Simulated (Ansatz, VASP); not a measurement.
Se: VASP beside Ansatz

```
Se
1.0
     4.35517    0.00000    0.00000
    -2.17758    3.77169    0.00000
     0.00000    0.00000    4.89996
Se
3
Direct
  0.21700 0.00000 0.16667
  0.00000 0.21700 0.83333
  0.78300 0.78300 0.50000
```

Change from the starting cell: zz strain of -1 %, crystal datasets.

Alike in both runs: task electric field gradients; functional PBE; k mesh 8 × 8 × 6; occupations fermi-dirac, width 0.03 eV; no spin polarisation.

|  | VASP | Ansatz |
| --- | --- | --- |
| version | VASP 6.6.1 | Ansatz 0.2.0 |
| potentials or method | VASP PAW PBE potentials, release 64 (Se), cutoff 400 eV | all-electron PAW with datasets made for the crystal, scalar-relativistic |

Ansatz gave:

* gap on the k mesh at the Fermi level (eV): 1.20
* pressure (GPa): 6.5
* traceless stress, the component that is largest in VASP (GPa): 2.39
* rms of the force components (eV/Å): 0.748
* size of Vzz on the site where it differs most (V/Å²): 513.8

Problem. Which values does VASP return?

Solution. gap on the k mesh at the Fermi level (eV): 1.17; pressure (GPa): 6.7; traceless stress, the component that is largest in VASP (GPa): 2.48; rms of the force components (eV/Å): 0.780; size of Vzz on the site where it differs most (V/Å²): 491.3.

Atom by atom the forces differ by 0.032 eV/Å (rms over components). Ansatz ran all-electron here, and VASP with PAW potentials.
